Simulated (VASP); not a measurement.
Here is a VASP 6.6.1 calculation.

Contents of INCAR:

```
SYSTEM = MoS2
PREC = Accurate
ENCUT = 520
EDIFF = 1E-6
ISMEAR = 0
SIGMA = 0.02
LREAL = .FALSE.
LASPH = .TRUE.
NELM = 80
ALGO = Normal
ISIF = 2
LWAVE = .FALSE.
LCHARG = .TRUE.
GGA = CA
LELF = .TRUE.
LVHAR = .TRUE.
NBANDS = 20
```

The input KPOINTS:

```
Automatic mesh
0
G
  15 15 3
  0 0 0
```

Contents of POSCAR:

```
MoS2
1.0
    3.1841260822      0.0000000000      0.0000000000
   -1.5920630411      2.7575340760      0.0000000000
    0.0000000000      0.0000000000     17.3345999500
Mo S
1 2
Direct
    0.0000000000      0.0000000000      0.0000000000
    0.3333333333      0.6666666667      0.9105070200
    0.3333333333      0.6666666667      0.0894929800
```

Potentials or basis: VASP PAW LDA potentials, release 64 (Mo_sv, S).

The run is started by

```sh
$ cat potpaw_LDA.64/Mo_sv/POTCAR potpaw_LDA.64/S/POTCAR > POTCAR
$ mpirun -np 1 vasp_std > vasp.out
```

Problem. What does it give for the largest force?

Solution. 0.377 eV/Å.

Problem. What does it give for the band gap on the k mesh?

Solution. 1.59 eV, indirect (least direct gap 1.66 eV).

Forces on the atoms (eV/Å):
```
Mo   0.000  0.000  0.000
S    0.000  0.000  0.377
S    0.000  0.000 -0.377
```
